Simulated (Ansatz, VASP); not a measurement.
Two plane-wave programs on Ge

Contents of INCAR:

```
SYSTEM = Ge
  PREC = Accurate
  ENCUT = 520
  EDIFF = 1E-7
  ISMEAR = 0
  SIGMA = 0.15
  LREAL = .False.
  LASPH = .True.
  NELM = 60
  ALGO = Normal
  ISIF = 2
  LWAVE = .False.
  LCHARG = .False.
  GGA = PS
  NBANDS = 21
```

The input KPOINTS:

```
Automatic mesh
0
Gamma
  14 14 14
  0 0 0
```

Contents of POSCAR:

```
Ge
1.0
    0.0000000000      2.6166122500      2.8287700000
    3.0409277500      0.0000000000      2.8287700000
    3.0409277500      2.6166122500      0.0000000000
Ge
2
Direct
    0.5000000000      0.5000000000      0.5000000000
    0.7500000000      0.7500000000      0.7500000000
```

Input for Ansatz:

```yaml
crystal:
  lattice:
    - [0.0, 2.61661225, 2.82877]
    - [3.04092775, 0.0, 2.82877]
    - [3.04092775, 2.61661225, 0.0]
  atoms:
    - { symbol: Ge, position: [0.5, 0.5, 0.5] }
    - { symbol: Ge, position: [0.75, 0.75, 0.75] }
basis:
  ecutwfc: 420
kpoints:
  mp_grid: { grid: [14, 14, 14] }
hamiltonian:
  xc: pbesol
scf:
  occupations: { method: gaussian, width: 0.15 }
output:
  forces: true
  stress: true
  eigenvalues: true
  write_density: true
  write_potential: true
  elf: true
  volumetric_format: npy
```

Change from the starting cell: strain +0.0750 x Voigt [1, -1, 0, 0, 0, 0], atoms carried along.

Alike in both runs: task single point; functional PBEsol; k mesh 14 × 14 × 14; occupations gaussian, width 0.15 eV; no spin polarisation.

```csv
,VASP,Ansatz
version,VASP 6.6.1,Ansatz 0.2.0
potentials or method,"VASP PAW PBE potentials, release 64 (Ge_d), cutoff 520 eV","scalar-relativistic, plane waves, PAW"
valence electrons in the cell,28,28
```

|  | VASP | Ansatz | Ansatz less VASP |
| --- | --- | --- | --- |
| gap on the k mesh at the Fermi level (eV) | none | none | - |
| pressure (GPa) | 0.9 | 1.0 | +0.09 |
| traceless stress, the component that is largest in VASP (GPa) | -5.56 | -5.54 | +0.019 |

VASP's potentials were made for PBE, not for PBEsol. A gap of «none» marks a metal or a gap that the smearing closes. The functional is the same, so the differences come from potentials, cutoffs and numerics.
